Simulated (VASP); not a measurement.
# Cu6H in VASP: notebook

The runs below take Cu6H through single point, with PBE.

Program: VASP 6.6.1. These are calculated values, not measurements. Logs are shortened: lines on timing, memory, paths and dates and some standing lists are left out, and cuts for length are marked.

### 1 The cell of the first run

The cell holds a slab with vacuum, 14 atoms: a = 5.133 Å, b = 5.133 Å, c = 21.529 Å, α = 90.00°, β = 90.00°, γ = 90.00°.

### 2 Single point, PBE

Input file INCAR:

```
SYSTEM = Cu6H
PREC = Accurate
ENCUT = 520
EDIFF = 1E-6
ISMEAR = 0
SIGMA = 0.1
LREAL = .FALSE.
LASPH = .TRUE.
NELM = 80
ALGO = Fast
ISIF = 2
LWAVE = .FALSE.
LCHARG = .FALSE.
LDIPOL = .TRUE.
IDIPOL = 3
DIPOL = 0.5 0.5 0.287
GGA = PE
NBANDS = 80
```

Input file KPOINTS:

```
regular mesh
0
G
  5 5 1
  0 0 0
```

Input file POSCAR:

```
Cu6H
1.0
    5.1332392722      0.0000000000      0.0000000000
    0.0000000000      5.1332392722      0.0000000000
    0.0000000000      0.0000000000     21.5289058579
Cu H
12 2
Direct
    0.2500000000      0.2500000000      0.1857967157
    0.2500000000      0.7500000000      0.1857967157
    0.7500000000      0.2500000000      0.1857967157
    0.7500000000      0.7500000000      0.1857967157
    0.0000000000      0.0000000000      0.2677566944
    0.0000000000      0.5000000000      0.2677566944
    0.5000000000      0.0000000000      0.2677566944
    0.5000000000      0.5000000000      0.2677566944
    0.2500000000      0.2500000000      0.3497114952
    0.2500000000      0.7500000000      0.3497114952
    0.7500000000      0.2500000000      0.3497114952
    0.7500000000      0.7500000000      0.3497114952
    0.1769467133      1.0000000000      0.4003411002
    0.3230532867      1.0000000000      0.4003411002
```

Potentials or basis: VASP PAW PBE potentials, release 64 (Cu, H).

Run with:

```console
$ cat potpaw_PBE.64/Cu/POTCAR potpaw_PBE.64/H/POTCAR > POTCAR
$ mpirun -np 1 vasp_std > vasp.out
```

OUTCAR:

```text
SYSTEM = Cu6H
   PREC = Accurate
   ENCUT = 520
   EDIFF = 1E-6
   ISMEAR = 0
   LREAL = .FALSE.
   LASPH = .TRUE.
   NELM = 80
   ISIF = 2
   GGA = PE

 ion  position               nearest neighbor table
   1  0.250  0.250  0.186-   5 2.53   6 2.53   7 2.53   8 2.53   2 2.57   3 2.57   2 2.57   3 2.57

   2  0.250  0.750  0.186-   5 2.53   6 2.53   7 2.53   8 2.53   1 2.57   4 2.57   1 2.57   4 2.57

   3  0.750  0.250  0.186-   5 2.53   6 2.53   7 2.53   8 2.53   1 2.57   4 2.57   4 2.57   1 2.57
[... 4 lines left out ...]
                             6 2.57   7 2.57   6 2.57   7 2.57
   6  0.000  0.500  0.268-   9 2.53  10 2.53  11 2.53  12 2.53   1 2.53   2 2.53   3 2.53   4 2.53
                             5 2.57   8 2.57   5 2.57   8 2.57
   7  0.500  0.000  0.268-   9 2.53  10 2.53  11 2.53  12 2.53   1 2.53   2 2.53   3 2.53   4 2.53
                             5 2.57   8 2.57   8 2.57   5 2.57
   8  0.500  0.500  0.268-   9 2.53  10 2.53  11 2.53  12 2.53   1 2.53   2 2.53   3 2.53   4 2.53
                             6 2.57   7 2.57   7 2.57   6 2.57
   9  0.250  0.250  0.350-  13 1.72  14 1.72   7 2.53   8 2.53   5 2.53   6 2.53  10 2.57  11 2.57
                            10 2.57  11 2.57
  10  0.250  0.750  0.350-  13 1.72  14 1.72   7 2.53   8 2.53   5 2.53   6 2.53   9 2.57  12 2.57
                             9 2.57  12 2.57
  11  0.750  0.250  0.350-   5 2.53   6 2.53   7 2.53   8 2.53   9 2.57  12 2.57  12 2.57   9 2.57

  12  0.750  0.750  0.350-   5 2.53   6 2.53   7 2.53   8 2.53  10 2.57  11 2.57  11 2.57  10 2.57

  13  0.177  0.000  0.400-  14 0.75  10 1.72   9 1.72
  14  0.323  0.000  0.400-  13 0.75  10 1.72   9 1.72

  LATTYP: Found a simple tetragonal cell.
 ALAT       =     5.1332392722
 C/A-ratio  =     4.1940195491

  Lattice vectors:

 A1 = (   5.1332392722,   0.0000000000,   0.0000000000)
 A2 = (   0.0000000000,   5.1332392722,   0.0000000000)
 A3 = (   0.0000000000,   0.0000000000,  21.5289058579)

Analysis of symmetry for initial positions (statically):
=====================================================================
 Subroutine PRICEL returns:
 Original cell was already a primitive cell.

 Routine SETGRP: Setting up the symmetry group for a
 simple tetragonal supercell.

 Subroutine GETGRP returns: Found  4 space group operations
 (whereof  2 operations were pure point group operations)
 out of a pool of 16 trial point group operations.

The static configuration has the point symmetry C_1h.
 The point group associated with its full space group is C_2v.
[... 144 lines left out ...]
  Fermi-wavevector in a.u.,A,eV,Ry     =   1.011987  1.912377 13.933957  1.024117
  Thomas-Fermi vector in A             =   2.145069
   LORBIT       =      0    0 simple, 1 ext, 2 COOP (PROOUT), +10 PAW based schemes
   GGA     = PE    functional components
   LHFCALC =     F    Hartree Fock is set to
   AEXX    =    0.0000 exact exchange contribution
   IVDW    =     0    specifies the selected vdW correction
   LEPSILON=     F    determine dielectric tensor
   LRPA    =     F    only Hartree local field effects (RPA)
 non-spin polarized calculation
 RMM-DIIS sequential band-by-band and
 Gauss-broadening in eV      SIGMA  =   0.10
  energy-cutoff  :      520.00
  volume of cell :      567.29
 maximum number of plane-waves:     15381
 NGX is ok and might be reduce to    40
   NGX = 19   NGY = 19   NGZ = 81

 dipolmoment           0.000000      0.000000      0.003884 electrons x Angstroem

 number of electron     133.9999769 magnetization

 dipolmoment           0.000000      0.000000     -0.072043 electrons x Angstroem

 Free energy of the ion-electron system (eV)
  ---------------------------------------------------
  ext. energy  EPLUGINS =         0.00000000
  ---------------------------------------------------
  free energy    TOTEN  =       -46.04564080 eV

  energy without entropy =      -46.02921097  energy(sigma->0) =      -46.03742589

 E-fermi :  -0.9748     XC(G=0):  -4.1505

 val. band max:       -1.1879485330   @ k =   0.0000   0.0000   0.0000
 cond. band min:      -0.9633258558   @ k =   0.0000   0.2000   0.0000
 fundamental gap:      0.2246226772
 Fermi energy:        -0.9747569482

 k-point     1 :       0.0000    0.0000    0.0000
  band No.  band energies     occupation
      1     -12.1753      2.00000
      2      -9.3364      2.00000
      3      -6.7605      2.00000
      4      -6.0513      2.00000
      5      -6.0437      2.00000
      6      -5.8129      2.00000
[... 727 lines left out ...]
     78       4.5273      0.00000
     79       4.5541      0.00000
 [bands above 79 left out]

------------------------ aborting loop because EDIFF is reached ----------------------------------------

 vacuum level on the upper side and lower side of the slab       (xc-potential included)        -0.355         0.131

  FORCE on cell =-STRESS in cart. coord.  units (eV):
  Direction    XX          YY          ZZ          XY          YZ          ZX
  --------------------------------------------------------------------------------------
  -------------------------------------------------------------------------------------
  Total        0.2601354     -1.9357770      2.2575712      0.0000000      0.0000000      0.0000000
  in kB        0.7346917     -5.4671493      6.3759818      0.0000000      0.0000000      0.0000000
  external PRESSURE =       0.5478414 kB  Pullay stress =       0.0000000 kB

 VOLUME and BASIS-vectors are now :
 -----------------------------------------------------------------------------
  energy-cutoff  :      520.00
  volume of cell :      567.29
      direct lattice vectors                 reciprocal lattice vectors
     5.133239272  0.000000000  0.000000000     0.194808764  0.000000000  0.000000000
     0.000000000  5.133239272  0.000000000     0.000000000  0.194808764  0.000000000
     0.000000000  0.000000000 21.528905858     0.000000000  0.000000000  0.046449179

 POSITION                                       TOTAL-FORCE (eV/Angst)
 -----------------------------------------------------------------------------------
      1.28331      1.28331      4.00000         0.000000     -0.030703      0.009427
      1.28331      3.84993      4.00000         0.000000      0.030703      0.009427
      3.84993      1.28331      4.00000         0.000000     -0.003818      0.000924
      3.84993      3.84993      4.00000         0.000000      0.003818      0.000924
      0.00000      0.00000      5.76451        -0.132351     -0.000000     -0.291914
      0.00000      2.56662      5.76451         0.133670     -0.000000      0.046548
      2.56662      0.00000      5.76451         0.132351     -0.000000     -0.291914
      2.56662      2.56662      5.76451        -0.133670     -0.000000      0.046548
      1.28331      1.28331      7.52891        -0.000000      0.868637     -0.403753
      1.28331      3.84993      7.52891        -0.000000     -0.868637     -0.403753
      3.84993      1.28331      7.52891        -0.000000      0.178615     -0.083965
      3.84993      3.84993      7.52891        -0.000000     -0.178615     -0.083965
      0.90831      0.00000      8.61891        -3.121647     -0.000000      0.722732
      1.65831      0.00000      8.61891         3.121647     -0.000000      0.722732
 -----------------------------------------------------------------------------------
    total drift:                               -0.000000      0.000000     -0.001935

  FREE ENERGIE OF THE ION-ELECTRON SYSTEM (eV)
  ---------------------------------------------------
  free  energy   TOTEN  =       -46.0456408014 eV

  energy  without entropy=      -46.0292109731  energy(sigma->0) =      -46.03742589

 vacuum level on the upper side and lower side of the slab         2.747         3.242
```

OSZICAR:

```text
N       E                     dE             d eps       ncg     rms          rms(c)
DAV:   1     0.117268389975E+04    0.11727E+04   -0.55046E+04  1440   0.182E+03
DAV:   2     0.657819248499E+02   -0.11069E+04   -0.10711E+04  1440   0.408E+02
DAV:   3    -0.500023109697E+02   -0.11578E+03   -0.11022E+03  1624   0.189E+02
DAV:   4    -0.554705864283E+02   -0.54683E+01   -0.53795E+01  1648   0.513E+01
[... 20 lines left out ...]
RMM:  25    -0.460456288762E+02   -0.10780E-04   -0.95270E-07   999   0.489E-03    0.107E-03
RMM:  26    -0.460456317451E+02   -0.28689E-05   -0.41064E-07   968   0.472E-03    0.549E-04
RMM:  27    -0.460456382065E+02   -0.64614E-05   -0.54011E-07   987   0.345E-03    0.818E-04
RMM:  28    -0.460456398462E+02   -0.16398E-05   -0.17445E-07   949   0.305E-03    0.180E-04
RMM:  29    -0.460456408014E+02   -0.95515E-06   -0.84259E-08   874   0.141E-03
   1 F= -.46045641E+02 E0= -.46037426E+02  d E =-.164298E-01
```

stdout:

```text
POSCAR found type information on POSCAR CuH
 POSCAR found :  2 types and      14 ions
 scaLAPACK will be used
 LDA part: xc-table for (Slater+PW92), standard interpolation
 POSCAR, INCAR and KPOINTS ok, starting setup
 FFT: planning ... GRIDC
 FFT: planning ... GRID_SOFT
 FFT: planning ... GRID
 WAVECAR not read
 entering main loop
```

Wall time 31 min (1 thread of Oxide Virtual Turin-like, shared host); peak memory 0.68 GiB.

Results:

```
Free energy            : -46.0456 eV
Largest force          : 3.204 eV/Å
Band gap on the k mesh : zero (bands 67 and 68 overlap by 0.71 eV)
```

Forces on the atoms (eV/Å):
```
Cu   0.000 -0.031  0.009
Cu   0.000  0.031  0.009
Cu   0.000 -0.004  0.001
Cu   0.000  0.004  0.001
Cu  -0.132  0.000 -0.292
Cu   0.134  0.000  0.047
Cu   0.132  0.000 -0.292
Cu  -0.134  0.000  0.047
Cu   0.000  0.869 -0.404
Cu   0.000 -0.869 -0.404
Cu   0.000  0.179 -0.084
Cu   0.000 -0.179 -0.084
H   -3.122  0.000  0.723
H    3.122  0.000  0.723
```

### 3 Single point, PBE

Input file INCAR:

```
ALGO     = Fast           # electronic algorithm
DIPOL    = 0.5 0.5 0.285
EDIFF    = 1E-6           # SCF threshold, eV
ENCUT    = 520            # plane-wave cutoff, eV
GGA      = PE             # functional
IDIPOL   = 3            
ISIF     = 2              # what is computed and relaxed
ISMEAR   = 0              # smearing method
LASPH    = True           # aspherical terms in the spheres
LCHARG   = True           # write CHGCAR
LDIPOL   = True         
LELF     = True           # ELF
LREAL    = False          # projectors in reciprocal space
LVACPOTAV= True         
LVHAR    = True         
LWAVE    = False          # write WAVECAR
NBANDS   = 80             # bands
NELM     = 60             # most SCF steps
PREC     = Accurate       # precision mode
SIGMA    = 0.1            # smearing width, eV
```

Input file KPOINTS:

```
k-points
0
Gamma
  5 5 1
```

Changes to POSCAR since step 2:

```diff
@@ -20,3 +20,3 @@
     0.7500000000      0.7500000000      0.3497114952
-    0.1769467133      1.0000000000      0.4003411002
-    0.3230532867      1.0000000000      0.4003411002
+    0.0323012058      1.0000000000      0.3854773630
+    0.4676987942      1.0000000000      0.3854773630
```

Potentials or basis: VASP PAW PBE potentials, release 64 (Cu, H).

Run with:

```console
$ cat potpaw_PBE.64/Cu/POTCAR potpaw_PBE.64/H/POTCAR > POTCAR
$ mpirun -np 1 vasp_std > vasp.out
```

Run time: 15 min. Hardware: 1 thread of Oxide Virtual Turin-like, shared host; peak memory 0.69 GiB.

The run converged. Its results:

```
Free energy            : -46.7896 eV
Largest force          : 0.713 eV/Å
Band gap on the k mesh : zero (bands 67 and 68 overlap by 0.52 eV)
```

Forces on the atoms (eV/Å):
```
Cu   0.000 -0.053 -0.022
Cu   0.000  0.053 -0.022
Cu   0.000 -0.044 -0.026
Cu   0.000  0.044 -0.026
Cu  -0.056  0.000 -0.555
Cu   0.047  0.000 -0.005
Cu   0.056  0.000 -0.555
Cu  -0.047  0.000 -0.005
Cu   0.000 -0.369  0.610
Cu   0.000  0.369  0.610
Cu   0.000 -0.224  0.455
Cu   0.000  0.224  0.455
H   -0.272  0.000 -0.458
H    0.272  0.000 -0.458
```

Levels at points of the mesh, in eV from the Fermi level:
| k point | band 65 | band 66 | band 67 | band 68 | band 69 | band 70 |
| --- | --- | --- | --- | --- | --- | --- |
| (0.00, 0.00, 0.00) | -0.58 | -0.28 | -0.27 | -0.02 | -0.02 | 0.94 |

### 4 Single point, PBE

Input file INCAR:

```
SYSTEM = Cu6H
ALGO = Fast
DIPOL = 0.5 0.5 0.289
EDIFF = 1E-6
ENCUT = 520
GGA = PE
IDIPOL = 3
ISIF = 2
ISMEAR = 0
LASPH = .TRUE.
LCHARG = .FALSE.
LDIPOL = .TRUE.
LREAL = .FALSE.
LWAVE = .FALSE.
NBANDS = 80
NELM = 80
PREC = Accurate
SIGMA = 0.1
```

Input file KPOINTS:

```
k-points
0
G
  5 5 1
  0 0 0
```

Changes to POSCAR since step 3:

```diff
@@ -20,3 +20,3 @@
     0.7500000000      0.7500000000      0.3497114952
-    0.0323012058      1.0000000000      0.3854773630
-    0.4676987942      1.0000000000      0.3854773630
+    0.0323012058      1.0000000000      0.4152048375
+    0.4676987942      1.0000000000      0.4152048375
```

Run with:

```console
$ cat potpaw_PBE.64/Cu/POTCAR potpaw_PBE.64/H/POTCAR > POTCAR
$ mpirun -np 1 vasp_std > vasp.out
```

Run time: 15 min. Hardware: 1 thread of Oxide Virtual Turin-like, shared host; peak memory 0.71 GiB.

The run converged. Its results:

* Free energy: -45.4492 eV
* Largest force: 1.479 eV/Å
* Band gap on the k mesh: zero (bands 67 and 68 overlap by 0.60 eV)

Forces in eV/Å, atoms in the order of the input:
```
Cu   0.000 -0.051 -0.013
Cu   0.000  0.051 -0.013
Cu   0.000 -0.047 -0.012
Cu   0.000  0.047 -0.012
Cu  -0.026  0.000 -0.377
Cu   0.038  0.000  0.073
Cu   0.026  0.000 -0.377
Cu  -0.038  0.000  0.073
Cu   0.000 -0.647  1.073
Cu   0.000  0.647  1.073
Cu   0.000 -0.381  0.737
Cu   0.000  0.381  0.737
H   -0.019  0.000 -1.479
H    0.019  0.000 -1.479
```

Levels at points of the mesh, in eV from the Fermi level:
```csv
k point,band 63,band 64,band 65,band 66,band 67,band 68,band 69,band 70,band 71,band 72
"(0.00, 0.00, 0.00)",-1.14,-1.10,-0.34,-0.22,-0.22,-0.05,-0.05,0.67,2.37,2.66
```

### 5 Single point, PBE

Input file INCAR:

```
SYSTEM = Cu6H
PREC = Accurate
ENCUT = 520
EDIFF = 1E-6
ISMEAR = 0
SIGMA = 0.1
LREAL = .False.
LASPH = .True.
NELM = 60
ALGO = Fast
ISIF = 2
LWAVE = .False.
LCHARG = .False.
LDIPOL = .True.
IDIPOL = 3
DIPOL = 0.5 0.5 0.297
GGA = PE
NBANDS = 80
```

Input file KPOINTS:

```
Automatic mesh
0
Gamma
  5 5 1
  0 0 0
```

Changes to POSCAR since step 4:

```diff
@@ -20,3 +20,3 @@
     0.7500000000      0.7500000000      0.3497114952
-    0.0323012058      1.0000000000      0.4152048375
-    0.4676987942      1.0000000000      0.4152048375
+    0.1349654246      1.0000000000      0.4704793604
+    0.3650345754      1.0000000000      0.4704793604
```

Run with:

```console
$ cat potpaw_PBE.64/Cu/POTCAR potpaw_PBE.64/H/POTCAR > POTCAR
$ mpirun -np 1 vasp_std > vasp.out
```

Wall time 30 min (1 thread of Oxide Virtual Turin-like, shared host); peak memory 0.7 GiB.

The run converged. Its results:

| Item | Value |
| --- | --- |
| Free energy | -45.2776 eV |
| Largest force | 4.395 eV/Å |
| Band gap on the k mesh | zero (bands 67 and 68 overlap by 1.12 eV) |

Forces in eV/Å, atoms in the order of the input:
```
Cu   0.000 -0.001 -0.053
Cu   0.000  0.001 -0.053
Cu   0.000  0.000 -0.039
Cu   0.000  0.000 -0.039
Cu   0.013  0.000 -0.004
Cu   0.013  0.000  0.018
Cu  -0.013  0.000 -0.004
Cu  -0.013  0.000  0.018
Cu   0.000 -0.002  0.075
Cu   0.000  0.002  0.075
Cu   0.000  0.007  0.013
Cu   0.000 -0.007  0.013
H    4.395  0.000 -0.011
H   -4.395  0.000 -0.011
```

Levels at points of the mesh, in eV from the Fermi level:
```tsv
k point	band 64	band 65	band 66	band 67	band 68	band 69	band 70	band 71
(0.00, 0.00, 0.00)	-0.71	-0.21	-0.21	-0.15	-0.09	-0.05	-0.02	1.49
```

### 6 Single point, PBE

Input file INCAR:

```
SYSTEM = Cu6H
ALGO = Fast
DIPOL = 0.5 0.5 0.303
EDIFF = 1E-7
ENCUT = 520
GGA = PE
IDIPOL = 3
ISIF = 2
ISMEAR = 0
LASPH = .TRUE.
LCHARG = .FALSE.
LDIPOL = .TRUE.
LREAL = .FALSE.
LWAVE = .FALSE.
NBANDS = 80
NELM = 100
PREC = Accurate
SIGMA = 0.1
```

Input file KPOINTS:

```
k-points
0
G
  5 5 1
  0 0 0
```

Changes to POSCAR since step 5:

```diff
@@ -20,3 +20,3 @@
     0.7500000000      0.7500000000      0.3497114952
-    0.1349654246      1.0000000000      0.4704793604
-    0.3650345754      1.0000000000      0.4704793604
+    0.1349654246      1.0000000000      0.5169285393
+    0.3650345754      1.0000000000      0.5169285393
```

Potentials or basis: VASP PAW PBE potentials, release 64 (Cu, H).

Run with:

```console
$ cat potpaw_PBE.64/Cu/POTCAR potpaw_PBE.64/H/POTCAR > POTCAR
$ mpirun -np 1 vasp_std > vasp.out
```

It took 30 min on 1 thread of Oxide Virtual Turin-like, shared host; peak memory 0.69 GiB.

The run converged. Its results:

* Free energy: -45.2788 eV
* Largest force: 4.650 eV/Å
* Band gap on the k mesh: zero (bands 67 and 68 overlap by 1.15 eV)

Forces on the atoms (eV/Å):
```
Cu   0.000  0.000 -0.036
Cu   0.000  0.000 -0.036
Cu   0.000  0.000 -0.034
Cu   0.000  0.000 -0.034
Cu   0.003  0.000  0.001
Cu   0.002  0.000  0.002
Cu  -0.003  0.000  0.001
Cu  -0.002  0.000  0.002
Cu   0.000  0.000  0.039
Cu   0.000  0.000  0.039
Cu   0.000  0.000  0.028
Cu   0.000  0.000  0.028
H    4.650  0.000 -0.001
H   -4.650  0.000 -0.001
```

Levels at points of the mesh, in eV from the Fermi level:
```tsv
k point	band 64	band 65	band 66	band 67	band 68	band 69	band 70	band 71
(0.00, 0.00, 0.00)	-0.88	-0.21	-0.21	-0.09	-0.09	-0.03	-0.03	1.28
```

### 7 The runs side by side

```csv
cell,further INCAR settings,gap on the mesh (eV),largest force (eV/Å)
"as given, atomic positions A",ALGO = Fast; EDIFF = 1e-06; NBANDS = 80,none,3.20
"as given, atomic positions B",ALGO = Fast; EDIFF = 1e-06; NBANDS = 80,none,0.71
"as given, atomic positions C",ALGO = Fast; EDIFF = 1e-06; NBANDS = 80,none,1.48
"as given, atomic positions D",ALGO = Fast; EDIFF = 1e-06; NBANDS = 80,none,4.39
"as given, atomic positions E",ALGO = Fast; EDIFF = 1e-07; NBANDS = 80,none,4.65
```

Alike in all rows: task single point; level PBE; potentials or basis VASP PAW PBE potentials, release 64 (Cu, H); no spin polarisation; k mesh 5 × 5 × 1; cutoff (eV) 520; smearing gaussian 0.1 eV.

Absolute energies hang on the potentials; compare differences alone.

The gap in the log of VASP goes by the Fermi energy; the results here count the filled bands.